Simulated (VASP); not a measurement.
Here is a VASP 6.6.1 calculation.

INCAR

```
SYSTEM = Cs2SnC2
ALGO = Normal
EDIFF = 1E-6
ENCUT = 520
GGA = PE
ISIF = 2
ISMEAR = 0
IVDW = 12
LASPH = .True.
LCHARG = .False.
LREAL = .False.
LWAVE = .False.
NBANDS = 51
NELM = 60
PREC = Accurate
SIGMA = 0.01
```

The input KPOINTS:

```
k-points
0
Gamma
  4 4 4
  0 0 0
```

File POSCAR:

```
Cs2SnC2
1.0
    0.0000000000      0.0000000000      6.5551340000
    6.9091470000     -3.6452500000      3.2775670000
    6.9091470000      3.6452500000     -3.2775670000
Cs Sn C
4 2 4
Direct
    0.3400000000      0.0129000000      0.6929000000
    0.6600000000      0.9871000000      0.3071000000
    0.1600000000      0.6929000000      0.0129000000
    0.8400000000      0.3071000000      0.9871000000
    0.2500000000      0.5000000000      0.5000000000
    0.7500000000      0.5000000000      0.5000000000
    0.3252000000      0.7730000000      0.4234000000
    0.6748000000      0.2270000000      0.5766000000
    0.1748000000      0.4234000000      0.7730000000
    0.8252000000      0.5766000000      0.2270000000
```

Potentials or basis: VASP PAW PBE potentials, release 64 (Cs_sv, Sn_d, C).

Launch:

```bash
$ cat potpaw_PBE.64/Cs_sv/POTCAR potpaw_PBE.64/Sn_d/POTCAR potpaw_PBE.64/C/POTCAR > POTCAR
$ mpirun -np 1 vasp_std > vasp.out
```

Task: Estimate the pressure.

Result: -4.4 GPa.

Task: Estimate the dispersion energy per atom.

Result: -0.171 eV.

Task: Predict the band gap on the k mesh.

Result: Zero (bands 40 and 41 overlap by 0.15 eV).

Stress tensor (GPa, compression positive):
```
-4.60  0.00  0.00
 0.00 -2.96  0.00
 0.00  0.00 -5.67
```

Caveat: the cell stands under tension; spin-orbit coupling is left out, which moves the levels of the heavy elements; forces of over 1 eV/Å act on the atoms, so gaps and moduli don't describe the material at rest.
